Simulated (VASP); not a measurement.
Wanted: the native input for a VASP 6.6.1 run.

```
Task                   : single point
Functional             : PBE
Potentials or basis    : VASP PAW PBE potentials, release 64 (Ga_d, P)
Cutoff                 : 520 eV
k mesh                 : 6 × 6 × 4
Occupations            : fermi-dirac, width 0.02 eV
Spin                   : no spin polarisation
Dipole correction      : no
Further INCAR settings : ALGO = Normal; EDIFF = 1e-06; NBANDS = 26
```

The structure of GaP lies in POSCAR:

```
GaP
1.0
    3.5965004571      0.0000000000      0.0000000000
   -1.7982502286      3.1146607606      0.0000000000
    0.0000000000      0.0000000000      6.0305309388
Ga P
2 2
Direct
    0.0000000000      0.0000000000      0.0000000000
    0.0000000000      0.0000000000      0.5000000000
    0.3333333333      0.6666666667      0.2500000000
    0.6666666667      0.3333333333      0.7500000000
```

One way to write it, as run:

INCAR

```
PREC = Accurate ; ENCUT = 520
EDIFF = 1E-6 ; ISMEAR = -1
SIGMA = 0.02 ; LREAL = False
LASPH = True ; NELM = 80
ALGO = Normal ; ISIF = 2
LWAVE = False ; LCHARG = False
GGA = PE ; NBANDS = 26
```

KPOINTS

```
regular mesh
0
Gamma
  6 6 4
```

Potentials or basis: VASP PAW PBE potentials, release 64 (Ga_d, P).

Run with:

```bash
$ cat potpaw_PBE.64/Ga_d/POTCAR potpaw_PBE.64/P/POTCAR > POTCAR
$ mpirun -np 1 vasp_std > vasp.out
```

It gave:

```
Pressure               : 2.7 GPa
Band gap on the k mesh : zero (band 18 reaches 7.19 eV, above the bottom of band 19 at 3.48 eV)
```

It took 60 s on 1 thread of AMD EPYC 7R13, with other jobs on the host, peak memory 0.16 GiB.
